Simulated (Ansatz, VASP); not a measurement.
**Ba2HfGa3: VASP beside Ansatz**

```
Ba Hf Ga
1.0
     6.05671    0.00000    0.00000
    -3.02835    5.24526    0.00000
     0.00000    0.00000    5.81174
Ba Hf Ga
2 1 3
Direct
  0.33333 0.66667 0.00000
  0.66667 0.33333 0.00000
  0.00000 0.00000 0.00000
  0.50000 0.00000 0.50000
  0.50000 0.50000 0.50000
  0.00000 0.50000 0.50000
```

Alike in both runs: functional PBE; k mesh 6 × 6 × 8; occupations gaussian, width 0.1 eV; no spin polarisation.

Ansatz relaxed the structure, and its values are those at the end. VASP's run is a single point on that final structure, the one shown.

```csv
,VASP,Ansatz
version,VASP 6.6.1,Ansatz 0.2.0
potentials or method,"VASP PAW PBE potentials, release 64 (Ba_sv, Hf_pv, Ga_d), cutoff 520 eV","scalar-relativistic, plane waves, PAW"
valence electrons in the cell,69,85
```

|  | VASP | Ansatz | Ansatz less VASP |
| --- | --- | --- | --- |
| gap on the k mesh at the Fermi level (eV) | none | none | - |
| pressure (GPa) | 0.4 | 0.0 | -0.44 |

A gap of «none» marks a metal or a gap that the smearing closes. VASP's potentials hold 69 valence electrons a cell and Ansatz's 85, so a difference there can come from the potentials and not from the codes.

Neither program's run includes spin-orbit coupling.
